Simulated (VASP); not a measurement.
Runs of VASP 6.6.1 on Cd. The structure is trigonal, space group R-3m (No. 166). Conventional cell: a = 3.216 Å, b = 3.216 Å, c = 7.348 Å, α = 90.00°, β = 90.00°, γ = 120.00°. Cd (site symmetry -3m) has 12 Cd at 3.07 to 3.22 Å within 4.0 Å. 

```tsv
task	level	U	k mesh	cutoff (eV)	smearing	LDAUTYPE	hund's J	gap on the mesh (eV)	pressure (GPa)
single point	PBE+U	Cd d U = 8.4 eV, J = 0.36 eV	3 × 3 × 3, shifted	500	gaussian 0.1 eV	1	0.36	none	(b)
single point	RPBE	-	9 × 9 × 9	520	gaussian 0.1 eV	-	-	none	5.2
electric field gradients	PBEsol	-	6 × 6 × 6	400	fermi-dirac 0.051704 eV	-	-	none	-1.7
electric field gradients	revPBE	-	6 × 6 × 6	520	methfessel-paxton 0.0027 eV	-	-	none	(a)
single point	PBE	-	9 × 9 × 9	520	methfessel-paxton 0.009 eV	-	-	none	2.6
```

Alike in all rows: potentials or basis VASP PAW PBE potentials, release 64 (Cd); no spin polarisation; cell as given.

Task: Fill in the values left out.

Result: (a) 5.3; (b) 2.3.

Caveats: some runs use coarse meshes; the PAW data sets were made with another functional, which shifts forces and pressure a little (some runs); U without spin polarisation on a metal has little footing (some runs); the U is typed as a test and isn't derived for this compound (some runs).

A k mesh can miss the band edges, and the runs leave out spin-orbit coupling on Cd.

A gap of «none» marks levels without a gap at the run's occupations.
